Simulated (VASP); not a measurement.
Runs of VASP 6.6.1 on NaHF2. The structure is that of space group R-3m (No. 166), or close to it. The cells are those of the table. 

```tsv
cell	gap on the mesh (eV)	pressure (GPa)	largest force (eV/Å)
a = 4.027 Å, angles 46.6°, 4 atoms	7.04	(a)	16.23
a = 4.363 Å, angles 45.1°, 4 atoms	(b)	30.4	7.72
a = 4.115 Å, angles 50.5°, 4 atoms	6.16	50.2	17.42
a = 4.070 Å, angles 48.6°, 4 atoms	6.57	61.3	16.93
a = 4.049 Å, angles 47.6°, 4 atoms	6.79	68.5	16.61
```

Alike in all rows: task single point; level PBEsol+D3(BJ); potentials or basis VASP PAW PBE potentials, release 64 (Na_pv, H, F); no spin polarisation; k mesh 9 × 9 × 9; cutoff (eV) 520; smearing gaussian 0.05 eV.

Problem. Fill in the values left out.

Solution. (a) 77.1; (b) 7.09.

Caveats: the cell stands under pressure; the PAW data sets were made with another functional, which shifts forces and pressure a little; an odd mesh through Γ misses points on the zone boundary, where band edges can lie.
